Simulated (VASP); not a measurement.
Crystal: CuO.

```
CELL_PARAMETERS angstrom
2.34165 -1.71040 0.00000
2.34165 1.71040 0.00000
-0.85251 0.00000 5.05806
ATOMIC_POSITIONS crystal
Cu 0.00000 0.50000 0.00000
Cu 0.50000 0.00000 0.50000
O 0.58210 0.41790 0.25000
O 0.41790 0.58210 0.75000
```

Base run:

```yaml
Program: VASP 6.6.1
Functional: PBEsol
Potentials_or_basis: VASP PAW PBE potentials, release 64 (Cu, O)
Cutoff: 520 eV
k_mesh: 8 × 8 × 5
Occupations: gaussian, width 0.05 eV
Spin: collinear spin
Starting_moments: "[1.0, 1.0, 0.0, 0.0] μB"
Hubbard_terms: Cu d U = 5.8 eV
```

Its results: band gap on the k mesh 0.46 eV (least direct gap 0.53 eV); pressure -5.0 GPa; net moment 2.00 μB per cell; site moments Cu +0.69; O +0.28 μB; largest force 0.126 eV/Å.

**Question.** The run is repeated on the same cell with these changes: further incar settings from ALGO = Normal; EDIFF = 1e-06; NBANDS = 29 to ALGO = Normal; EDIFF = 1e-07; NBANDS = 29; moments at the start from [1.0, 1.0, 0.0, 0.0] to [1.4, -1.4, 0.0, 0.0]. What comes out?

**Answer.** Band gap on the k mesh 0.95 eV (least direct gap 1.22 eV); pressure -5.7 GPa; net moment 0.00 μB per cell; site moments Cu +0.62, -0.62; O +0.00 μB; largest force 0.121 eV/Å.

Caveats: the cell stands under tension; the PAW data sets were made with another functional, which shifts forces and pressure a little; semilocal functionals underestimate gaps, and a narrow one can read as zero (at least some runs).

A k mesh can miss the band edges.
